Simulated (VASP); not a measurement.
Input of a VASP 6.6.1 run:

The input INCAR:

```
PREC = Accurate ; ENCUT = 520
EDIFF = 1E-6 ; ISMEAR = -1
SIGMA = 0.1861 ; LREAL = Auto
LASPH = True ; NELM = 100
ALGO = Normal ; ISIF = 2
LWAVE = False ; LCHARG = False
GGA = PE ; NBANDS = 68
ISYM = 0
```

File KPOINTS:

```
Automatic mesh
0
Gamma
  1 1 1
```

File POSCAR:

```
HfO2
1.0
    5.8586830000      0.1288100000     -0.1763910000
    0.1288100000      5.4147420000     -0.0179830000
   -0.1763910000     -0.0179830000      5.7582330000
Hf O
5 10
Direct
    0.8166959377      0.5133052493      0.1086078978
    0.9104236714      0.2054282026      0.5347488990
    0.3240165399      0.3658249160      0.6830399588
    0.2778406353     -0.0761003490      1.0681141376
    0.5284440448      0.8360150349      0.5695712264
    0.0617540710      0.4916833757      0.4316391512
    0.0790663492      0.3221294569      0.9346291556
    0.2508347675      0.1121595323      0.4015434874
    0.7031972546      0.4729838306      0.7105739443
    0.9854687471      0.8604663832      1.1844349794
    0.4720731793      0.0798222493      0.8009026213
    0.4923480585      0.6794568218      0.2141324324
    0.6892449134      0.2286043514      0.2603136399
    0.8371932090      0.9037875265      0.7167400413
    0.3261970021      0.7195129788      0.7372842011
```

Potentials or basis: VASP PAW PBE potentials, release 64 (Hf_pv, O).

Launch:

```console
$ cat potpaw_PBE.64/Hf_pv/POTCAR potpaw_PBE.64/O/POTCAR > POTCAR
$ mpirun -np 1 vasp_gam > vasp.out
```

Problem. Predict the band gap on the k mesh.

Solution. 2.76 eV.

Problem. What does it give for the largest force?

Solution. 9.993 eV/Å.

Problem. Predict the pressure.

Solution. 15.7 GPa.

Stress tensor (GPa, compression positive):
```
16.11  7.43 -2.71
 7.43 30.10 -6.83
-2.71 -6.83  0.91
```

Caveat: the k points lie up to 1.16 Å⁻¹ apart; spin-orbit coupling is left out, which moves the levels of the heavy elements.
